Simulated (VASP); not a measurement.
# ZnS (R3m) in VASP: a series of runs, part 2 of 2

VASP 6.6.1. Earlier steps stand in the parts before.

### 3 Single point, r2SCAN+U

The input, POSCAR:

```
ZnS
1.0
    1.9030712000      1.0987386696      9.3519478333
   -1.9030712000      1.0987386696      9.3519478333
    0.0000000000     -2.1974773392      9.3519478333
Zn S
3 3
Direct
    0.9999711367      0.9999711367      0.9999711367
    0.2222694100      0.2222694100      0.2222694100
    0.4446134433      0.4446134433      0.4446134433
    0.0832671700      0.0832671700      0.0832671700
    0.5278423033      0.5278423033      0.5278423033
    0.3053625400      0.3053625400      0.3053625400
```

The input, INCAR.step1:

```
SYSTEM = ZnS
PREC = Accurate
ENCUT = 550
ISMEAR = 0
SIGMA = 0.01
LREAL = .FALSE.
LASPH = .TRUE.
NELM = 200
LDAU = .TRUE.
LDAUTYPE = 2
LDAUL = 2 -1
LDAUU = 7 0
LDAUJ = 0 0
NBANDS = 36
GGA = PE
ALGO = Normal
EDIFF = 1E-5
LWAVE = .TRUE.
LCHARG = .FALSE.
GGA_COMPAT = .FALSE.
```

The input, INCAR.step2:

```
SYSTEM = ZnS
PREC = Accurate
ENCUT = 550
EDIFF = 1E-6
ISMEAR = 0
SIGMA = 0.01
LREAL = .FALSE.
LASPH = .TRUE.
NELM = 200
ALGO = Normal
ISIF = 2
LWAVE = .FALSE.
LCHARG = .FALSE.
LDAU = .TRUE.
LDAUTYPE = 2
LDAUL = 2 -1
LDAUU = 7 0
LDAUJ = 0 0
LDAUPRINT = 1
METAGGA = R2SCAN
LMIXTAU = .TRUE.
NBANDS = 36
ISTART = 1
GGA_COMPAT = .FALSE.
```

The input, KPOINTS:

```
Automatic mesh
0
G
  6 6 6
  0 0 0
```

Potentials or basis: VASP PAW PBE potentials, release 64 (Zn, S).

Launch:

```bash
$ cat potpaw_PBE.64/Zn/POTCAR potpaw_PBE.64/S/POTCAR > POTCAR
$ cp INCAR.step1 INCAR
$ mpirun -np 1 vasp_std > vasp.out
$ cp INCAR.step2 INCAR
$ mpirun -np 1 vasp_std > vasp.out
```

OUTCAR:

```text
SYSTEM = ZnS
   PREC = Accurate
   ENCUT = 550
   EDIFF = 1E-6
   ISMEAR = 0
   LREAL = .FALSE.
   LASPH = .TRUE.
   NELM = 200
   ISIF = 2
   METAGGA = R2SCAN
   ISTART = 1

 ion  position               nearest neighbor table
   1  1.000  1.000  1.000-   6 2.33   6 2.33   6 2.33   4 2.34
   2  0.222  0.222  0.222-   6 2.33   5 2.33   5 2.33   5 2.33
   3  0.445  0.445  0.445-   4 2.33   4 2.33   4 2.33   5 2.34
   4  0.083  0.083  0.083-   3 2.33   3 2.33   3 2.33   1 2.34
   5  0.528  0.528  0.528-   2 2.33   2 2.33   2 2.33   3 2.34
   6  0.305  0.305  0.305-   2 2.33   1 2.33   1 2.33   1 2.33

  LATTYP: Found a trigonal (rhomboedric) cell.
 ALAT       =     9.6066557622
 COS(alpha) =     0.9215133827

  Lattice vectors:

 A1 = (   1.9030712000,   1.0987386696,   9.3519478333)
 A2 = (  -1.9030712000,   1.0987386696,   9.3519478333)
 A3 = (   0.0000000000,  -2.1974773392,   9.3519478333)

Analysis of symmetry for initial positions (statically):
=====================================================================
 Subroutine PRICEL returns:
 Original cell was already a primitive cell.

 Routine SETGRP: Setting up the symmetry group for a
 trigonal (rhombohedral) supercell.

 Subroutine GETGRP returns: Found  6 space group operations
 (whereof  6 operations were pure point group operations)
 out of a pool of 12 trial point group operations.

The static configuration has the point symmetry C_3v.

Analysis of symmetry for dynamics (positions and initial velocities):
=====================================================================
 Subroutine PRICEL returns:
 Original cell was already a primitive cell.

[... 251 lines left out ...]
  o =  1.0030  v =  0.0000  0.0000  0.0000  0.0000  0.0000  0.0000 -0.5774  0.0000  0.0000  0.8164      0.0000  0.0000  0.0000  0.0000  0.0000  0.0000  0.0000  0.0000  0.0000  0.0000
  o =  1.0030  v = -0.8164  0.0000  0.0000  0.5774  0.0000  0.0000  0.0000  0.0000  0.0000  0.0000      0.0000  0.0000  0.0000  0.0000  0.0000  0.0000  0.0000  0.0000  0.0000  0.0000
  o =  1.0030  v =  0.0000  0.0000  0.0000  0.0000  0.0000 -0.8164  0.0000  0.0000  0.5774  0.0000      0.0000  0.0000  0.0000  0.0000  0.0000  0.0000  0.0000  0.0000  0.0000  0.0000
  o =  1.0031  v =  0.0000  0.0000  0.0000  0.0000  0.0000  0.0000 -0.0000 -1.0000  0.0000  0.0000      0.0000  0.0000  0.0000  0.0000  0.0000  0.0000  0.0000  0.0000  0.0000  0.0000
  o =  1.0031  v =  0.0000 -0.0000 -1.0000  0.0000  0.0000  0.0000  0.0000  0.0000  0.0000  0.0000      0.0000  0.0000  0.0000  0.0000  0.0000  0.0000  0.0000  0.0000  0.0000  0.0000

 number of electron      54.0000000 magnetization

 Free energy of the ion-electron system (eV)
  ---------------------------------------------------
  ext. energy  EPLUGINS =         0.00000000
  ---------------------------------------------------
  free energy    TOTEN  =       -55.57283002 eV

  energy without entropy =      -55.57283002  energy(sigma->0) =      -55.57283002

 E-fermi :   1.5802     XC(G=0): -10.2771

 val. band max:        1.5238256341   @ k =   0.0000   0.0000   0.0000
 cond. band min:       4.7714251949   @ k =   0.0000   0.0000   0.0000
 fundamental gap:      3.2475995608
 Fermi energy:         1.5802117192

 k-point     1 :       0.0000    0.0000    0.0000
  band No.  band energies     occupation
      1     -11.8052      2.00000
      2     -11.2413      2.00000
      3     -11.2307      2.00000
      4      -7.4354      2.00000
      5      -7.4281      2.00000
      6      -7.4281      2.00000
[... 925 lines left out ...]
     35       9.9236      0.00000
     36      11.1089      0.00000

 [... further k-points ...]

------------------------ aborting loop because EDIFF is reached ----------------------------------------

  FORCE on cell =-STRESS in cart. coord.  units (eV):
  Direction    XX          YY          ZZ          XY          YZ          ZX
  --------------------------------------------------------------------------------------
  -------------------------------------------------------------------------------------
  Total       -2.0304706     -2.0304706     -2.0896252      0.0000000     -0.0000000      0.0000000
  in kB      -27.7271043    -27.7271043    -28.5348906      0.0000000     -0.0000000      0.0000000
  external PRESSURE =     -27.9963664 kB  Pullay stress =       0.0000000 kB

 VOLUME and BASIS-vectors are now :
 -----------------------------------------------------------------------------
  energy-cutoff  :      550.00
  volume of cell :      117.33
      direct lattice vectors                 reciprocal lattice vectors
     1.903071200  1.098738670  9.351947833     0.262733207  0.151689088  0.035643199
    -1.903071200  1.098738670  9.351947833    -0.262733207  0.151689088  0.035643199
     0.000000000 -2.197477339  9.351947833     0.000000000 -0.303378176  0.035643199

 POSITION                                       TOTAL-FORCE (eV/Angst)
 -----------------------------------------------------------------------------------
      0.00000      0.00000     28.05503         0.000000     -0.000000      0.007715
      0.00000      0.00000      6.23596         0.000000     -0.000000     -0.021610
      0.00000      0.00000     12.47401         0.000000     -0.000000     -0.026657
      0.00000      0.00000      2.33613         0.000000     -0.000000      0.013090
      0.00000      0.00000     14.80906         0.000000     -0.000000      0.009864
      0.00000      0.00000      8.56720         0.000000      0.000000      0.017599
 -----------------------------------------------------------------------------------
    total drift:                                0.000000     -0.000000     -0.003007

  FREE ENERGIE OF THE ION-ELECTRON SYSTEM (eV)
  ---------------------------------------------------
  free  energy   TOTEN  =       -55.5728300159 eV

  energy  without entropy=      -55.5728300159  energy(sigma->0) =      -55.57283002
```

OUTCAR.step1:

```text
SYSTEM = ZnS
   PREC = Accurate
   ENCUT = 550
   ISMEAR = 0
   LREAL = .FALSE.
   LASPH = .TRUE.
   NELM = 200
[... 1177 lines left out ...]
      0.00000      0.00000      2.33613         0.000000      0.000000      0.010582
      0.00000      0.00000     14.80906         0.000000      0.000000      0.007914
      0.00000      0.00000      8.56720         0.000000     -0.000000      0.014560
 -----------------------------------------------------------------------------------
    total drift:                               -0.000000     -0.000000      0.000277

  FREE ENERGIE OF THE ION-ELECTRON SYSTEM (eV)
  ---------------------------------------------------
  free  energy   TOTEN  =       -19.3337507545 eV

  energy  without entropy=      -19.3337507545  energy(sigma->0) =      -19.33375075
```

OSZICAR.step1:

```text
N       E                     dE             d eps       ncg     rms          rms(c)
DAV:   1     0.438144219524E+03    0.43814E+03   -0.27058E+04  2304   0.193E+03
DAV:   2     0.374749078283E+02   -0.40067E+03   -0.38589E+03  2328   0.433E+02
DAV:   3    -0.183766276874E+02   -0.55852E+02   -0.55309E+02  2568   0.153E+02
DAV:   4    -0.202660137985E+02   -0.18894E+01   -0.18847E+01  2796   0.295E+01
DAV:   5    -0.202864177628E+02   -0.20404E-01   -0.20397E-01  2784   0.262E+00    0.139E+01
DAV:   6    -0.193477188466E+02    0.93870E+00   -0.18843E+00  3248   0.202E+01    0.977E+00
DAV:   7    -0.193610082005E+02   -0.13289E-01   -0.15906E+00  2560   0.626E+00    0.291E+00
DAV:   8    -0.193343120518E+02    0.26696E-01   -0.15816E-01  2712   0.302E+00    0.104E+00
DAV:   9    -0.193334369051E+02    0.87515E-03   -0.34180E-02  2768   0.147E+00    0.231E-01
DAV:  10    -0.193334785389E+02   -0.41634E-04   -0.17797E-03  2612   0.711E-01    0.128E-01
DAV:  11    -0.193336222103E+02   -0.14367E-03   -0.38761E-04  2592   0.390E-01    0.493E-02
DAV:  12    -0.193337158476E+02   -0.93637E-04   -0.11248E-04  2508   0.221E-01    0.295E-02
DAV:  13    -0.193337476427E+02   -0.31795E-04   -0.58370E-05  2420   0.779E-02    0.253E-02
DAV:  14    -0.193337507545E+02   -0.31118E-05   -0.14516E-05  1848   0.590E-02
   1 F= -.19333751E+02 E0= -.19333751E+02  d E =-.159979E-37
```

It took 56 min on 1 thread of AMD EPYC 9R45 (Zen 5), shared host; peak memory 1.1 GiB.

Results:

```
Free energy            : -55.5728 eV
Pressure               : -2.8 GPa
Largest force          : 0.027 eV/Å
Band gap on the k mesh : 3.25 eV
```

Forces in eV/Å, atoms in the order of the input:
```
Zn   0.000  0.000  0.008
Zn   0.000  0.000 -0.022
Zn   0.000  0.000 -0.027
S    0.000  0.000  0.013
S    0.000  0.000  0.010
S    0.000  0.000  0.018
```

Stress tensor (GPa, compression positive):
```
-2.77  0.00  0.00
 0.00 -2.77  0.00
 0.00  0.00 -2.85
```

Eigenvalues of the final occupation matrices:
```csv
site,spin,trace,eigenvalues
site 1 d,1,4.98,0.99 0.99 1.00 1.00 1.00
site 1 d,2,4.98,0.99 0.99 1.00 1.00 1.00
site 2 d,1,4.98,0.99 0.99 1.00 1.00 1.00
site 2 d,2,4.98,0.99 0.99 1.00 1.00 1.00
site 3 d,1,4.98,0.99 0.99 1.00 1.00 1.00
site 3 d,2,4.98,0.99 0.99 1.00 1.00 1.00
```

Caveat: the PAW data sets were made with another functional, which shifts forces and pressure a little. A k mesh can miss the band edges.
